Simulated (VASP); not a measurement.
Wanted: the native input for a VASP 6.6.1 run.

```
Task                   : single point
Functional             : PBE
Potentials or basis    : VASP PAW PBE potentials, release 64 (Mg, O)
Cutoff                 : 520 eV
k mesh                 : 6 × 6 × 6
Occupations            : gaussian, width 0.1 eV
Spin                   : no spin polarisation
Dipole correction      : no
Further INCAR settings : ALGO = Normal; EDIFF = 1e-07; NBANDS = 16
```

The structure of MgO lies in POSCAR:

```
MgO
1.0
   -2.1267339561      0.0000000000     -2.1267339561
   -2.1267339561     -2.1267339561      0.0000000000
   -4.2534679123      2.1267339561      2.1267339561
Mg O
2 2
Direct
    0.2500000000      0.2500000000      0.2500000000
    0.7500000000      0.7500000000      0.7500000000
    1.0000000000      1.0000000000      0.0000000000
    0.5000000000      0.5000000000      0.5000000000
```

One way to write it, as run:

INCAR

```
SYSTEM = MgO
ALGO = Normal
EDIFF = 1E-7
ENCUT = 520
GGA = PE
ISIF = 2
ISMEAR = 0
LASPH = .True.
LCHARG = .False.
LREAL = .False.
LWAVE = .False.
NBANDS = 16
NELM = 60
PREC = Accurate
SIGMA = 0.1
```

KPOINTS

```
k-points
0
Gamma
  6 6 6
  0 0 0
```

Potentials or basis: VASP PAW PBE potentials, release 64 (Mg, O).

Run with:

```sh
$ cat potpaw_PBE.64/Mg/POTCAR potpaw_PBE.64/O/POTCAR > POTCAR
$ mpirun -np 1 vasp_std > vasp.out
```

Results of the run:

```
Pressure               : -0.7 GPa
Band gap on the k mesh : 4.45 eV
```

Wall time 40 s on 1 thread of Intel(R) Xeon(R) Platinum 8259CL CPU @ 2.50GHz (Skylake/Cascade Lake), with other jobs on the host, peak memory 0.16 GiB.
